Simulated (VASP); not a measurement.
Write the native input for VASP 6.6.1 that does the following.

```
Task                   : relaxation of cell and atoms
Functional             : PBE
Potentials or basis    : VASP PAW PBE potentials, release 64 (Ge_d)
Cutoff                 : 600 eV
k mesh                 : 17 × 17 × 17
Occupations            : methfessel-paxton, width 0.05 eV
Spin                   : no spin polarisation
Dipole correction      : no
Further INCAR settings : ALGO = Normal; EDIFF = 1e-06; IBRION = 2; EDIFFG = -0.02; NSW = 80; ISIF = 3
```

The structure of Ge lies in POSCAR:

```
Ge
1.0
    1.6350000000      1.6350000000      1.6350000000
   -1.6350000000      1.6350000000      1.6350000000
   -1.6350000000     -1.6350000000      1.6350000000
Ge
1
Direct
    0.0000000000      0.0000000000      0.0000000000
```

One way to write it, as run:

INCAR

```
ALGO = Normal
EDIFF = 1E-6
EDIFFG = -0.02
ENCUT = 600
GGA = PE
IBRION = 2
ISIF = 3
ISMEAR = 1
LASPH = T
LCHARG = F
LREAL = F
LWAVE = F
NELM = 100
NSW = 80
PREC = Accurate
SIGMA = 0.05
```

KPOINTS

```
k-points
0
Gamma
  17 17 17
```

Potentials or basis: VASP PAW PBE potentials, release 64 (Ge_d).

Run with:

```bash
$ cat potpaw_PBE.64/Ge_d/POTCAR > POTCAR
$ mpirun -np 1 vasp_std > vasp.out
```

Results of the run:

```
Relaxed volume                         : 19.11 Å³/atom
Relaxed cell                           : a = 2.917 Å, b = 2.917 Å, c = 2.917 Å, α = 70.53°, β = 109.47°, γ = 70.53°
Space group after relaxing (to 0.05 Å) : Im-3m (No. 229)
Energy gained by relaxing              : 34.2 meV/atom
Ionic steps                            : 3
Pressure after relaxing                : -0.1 GPa
Band gap on the k mesh                 : zero (band 7 reaches 15.67 eV, above the bottom of band 8 at 3.71 eV)
```

Wall time 50 s on 1 thread of Intel(R) Xeon(R) Platinum 8259CL CPU @ 2.50GHz (Skylake/Cascade Lake), with other jobs on the host, peak memory 0.17 GiB.
